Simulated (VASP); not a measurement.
The system is Co.

```
CELL_PARAMETERS angstrom
2.49371 0.00000 0.00000
-1.24686 2.15962 0.00000
0.00000 0.00000 4.03009
ATOMIC_POSITIONS crystal
Co 0.33333 0.66667 0.25000
Co 0.66667 0.33333 0.75000
```

Base run:

```yaml
Program: VASP 6.6.1
Functional: PBE
Potentials_or_basis: VASP PAW PBE potentials, release 64 (Co)
Cutoff: 520 eV
k_mesh: 20 × 20 × 12
Occupations: gaussian, width 0.05 eV
Spin: no spin polarisation
```

Its results: pressure -11.8 GPa.

Problem. The run is repeated on the same cell with these changes: spin from no spin polarisation to collinear spin, ferromagnetic start; further incar settings from ALGO = Normal; EDIFF = 1e-06; NBANDS = 16 to ALGO = Fast; EDIFF = 1e-08; NBANDS = 20. What comes out?

Solution. Pressure -0.7 GPa; net moment 3.20 μB per cell; site moments Co +1.62 μB.

Caveats: the cell stands under tension (at least some runs).
